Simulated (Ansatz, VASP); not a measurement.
# Se: VASP beside Ansatz

```
Se
1.0
    -1.70345    1.70345    1.70345
     1.70345   -1.70345    1.70345
     1.70345    1.70345   -1.70345
Se
1
Direct
  0.00000 0.00000 0.00000
```

Alike in both runs: task single point; functional LDA; k mesh 8 × 8 × 8; occupations gaussian, width 0.1 eV; no spin polarisation.

```csv
,VASP,Ansatz
version,VASP 6.6.1,Ansatz 0.2.0
potentials or method,"VASP PAW LDA potentials, release 64 (Se), cutoff 500 eV","scalar-relativistic, plane waves, PAW"
valence electrons in the cell,6,16
```

VASP gave:

- gap on the k mesh at the Fermi level (eV): none
- pressure (GPa): -4.1

Problem. What did Ansatz give for the same quantities?

Solution. gap on the k mesh at the Fermi level (eV): none; pressure (GPa): -4.2.

LDA's correlation is that of Perdew and Zunger in VASP and of Perdew and Wang (1992) in Ansatz. A gap of «none» marks a metal or a gap that the smearing closes. VASP's potentials hold 6 valence electrons a cell and Ansatz's 16, so a difference there can come from the potentials and not from the codes.
